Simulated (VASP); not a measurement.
Runs of VASP 6.6.1 on Na2BrF. The structure is that of space group R-3m (No. 166), or close to it. The cells are those of the table. 

| task | cell | k mesh | cutoff (eV) | smearing | gap on the mesh (eV) | pressure (GPa) |
| --- | --- | --- | --- | --- | --- | --- |
| single point | a = 6.602 Å, angles 33.5°, 4 atoms | 6 × 6 × 6 | 520 | gaussian 0.1 eV | 4.22 | (a) |
| relaxation of cell and atoms | relaxed from a = 6.643 Å, angles 33.4°, 4 atoms | 9 × 9 × 9 | 600 | gaussian 0.02 eV | 3.09 | 0.0 |
| single point | a = 6.654 Å, angles 33.3°, 4 atoms | 9 × 9 × 9 | 520 | gaussian 0.02 eV | 3.10 | -0.1 |
| single point | a = 6.660 Å, angles 33.3°, 4 atoms | 9 × 9 × 9 | 520 | gaussian 0.02 eV | 3.09 | -0.1 |

Alike in all rows: level PBE; potentials or basis VASP PAW PBE potentials, release 64 (Na_pv, Br, F); no spin polarisation.

Problem. Fill in the values left out.

Solution. (a) 2.1.

Caveats: forces of over 1 eV/Å act on the atoms, so gaps and moduli don't describe the material at rest (some runs).

A k mesh can miss the band edges, and the runs leave out spin-orbit coupling on Br.
